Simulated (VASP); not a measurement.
Li4F:

```
CELL_PARAMETERS angstrom
3.50891 0.00000 0.00000
-1.75446 3.03881 0.00000
0.00000 0.00000 3.51475
ATOMIC_POSITIONS crystal
Li 0.33333 0.66667 0.15020
Li 0.33333 0.66667 0.84980
Li 0.66667 0.33333 0.84980
Li 0.66667 0.33333 0.15020
F 0.00000 0.00000 0.50000
```

```yaml
Program: VASP 6.6.1
Task: relaxation of cell and atoms
Functional: PBE
Potentials_or_basis: VASP PAW PBE potentials, release 64 (Li_sv, F)
Cutoff: 600 eV
k_mesh: 6 × 6 × 6
Occupations: gaussian, width 0.1 eV
Spin: no spin polarisation
```

At the start: pressure 80.0 GPa; volume 7.50 Å³/atom.

Problem. Where does the relaxation end?

Solution. Over 10 steps the energy falls by 2647.6 meV/atom and the volume is 13.04 Å³/atom (+74.0 %); space group P6/mmm (No. 191, to 0.05 Å).

The path:
```tsv
step	energy change (eV)	largest force (eV/Å)	pressure (GPa)	volume (Å³)
1	0.0000	15.7153	80.05	37.48
2	-6.1924	6.8337	17.54	60.42
3	-10.9840	2.4491	30.26	47.62
4	-10.9988	2.3398	30.61	47.41
5	-12.9651	1.1648	3.86	61.09
6	-13.0223	1.0115	-0.39	64.24
7	-13.2067	0.4475	0.56	64.32
8	-13.2314	0.0792	1.14	64.34
9	-13.2315	0.1009	1.11	64.34
10	-13.2380	0.0120	-0.07	65.20
```

Final structure:
```
Li F
1.0
     3.97335    0.00000    0.00000
    -1.98668    3.44102    0.00000
     0.00000    0.00000    4.76886
Li F
4 1
Direct
  0.33333 0.66667 0.24985
  0.33333 0.66667 0.75015
  0.66667 0.33333 0.75015
  0.66667 0.33333 0.24985
  0.00000 0.00000 0.50000
```

Caveat: the cutoff is under 1.25 times the usual one of these potentials, so pressure, stress and relaxed cells hold a basis-set (Pulay) error; the volume moved by over 15 % at a fixed basis, so the end points are rough; an odd number of electrons without spin polarisation forces a metal; a magnetic or distorted state may lie lower.
